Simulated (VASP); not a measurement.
Wanted: the native input for a VASP 6.6.1 run.

```
Task                   : single point
Functional             : PBEsol
Potentials or basis    : VASP PAW PBE potentials, release 64 (Mn_pv)
Cutoff                 : 520 eV
k mesh                 : 21 × 21 × 12
Occupations            : gaussian, width 0.15 eV
Spin                   : no spin polarisation
Dipole correction      : no
Further INCAR settings : ALGO = Fast; EDIFF = 1e-06; NBANDS = 20
```

The structure of Mn lies in POSCAR:

```
Mn
1.0
    2.4463910840      0.0000000000      0.0000000000
   -1.2231955420      2.1186368263      0.0000000000
    0.0000000000      0.0000000000      4.0261950000
Mn
2
Direct
    0.6666666667      0.3333333333      0.7500000000
    0.3333333333      0.6666666667      0.2500000000
```

This cell differs from its parent crystal: strain -0.015 along x and y, +0.000 along z.

One way to write it, as run:

INCAR

```
ALGO     = Fast           # electronic algorithm
EDIFF    = 1E-6           # SCF threshold, eV
ENCUT    = 520            # plane-wave cutoff, eV
GGA      = PS             # functional
ISIF     = 2              # what is computed and relaxed
ISMEAR   = 0              # smearing method
LASPH    = True           # aspherical terms in the spheres
LCHARG   = False          # write CHGCAR
LREAL    = False          # projectors in reciprocal space
LWAVE    = False          # write WAVECAR
NBANDS   = 20             # bands
NELM     = 100            # most SCF steps
PREC     = Accurate       # precision mode
SIGMA    = 0.15           # smearing width, eV
```

KPOINTS

```
k-points
0
Gamma
  21 21 12
```

Potentials or basis: VASP PAW PBE potentials, release 64 (Mn_pv).

Command:

```sh
$ cat potpaw_PBE.64/Mn_pv/POTCAR > POTCAR
$ mpirun -np 1 vasp_std > vasp.out
```

It gave:

```json
{
 "Pressure": "-3.1 GPa",
 "Band gap on the k mesh": "zero (band 13 reaches 11.65 eV, above the bottom of band 14 at 9.58 eV)"
}
```

Caveat: the cell differs from its parent crystal (strain -0.015 along x and y, +0.000 along z); the PAW data sets were made with another functional, which shifts forces and pressure a little; the run has no spin polarisation, though such a crystal can be magnetic.

Wall time 2.1 min on 1 thread of Intel(R) Xeon(R) Platinum 8375C CPU @ 2.90GHz (Ice Lake), on a shared host, peak memory 0.21 GiB.
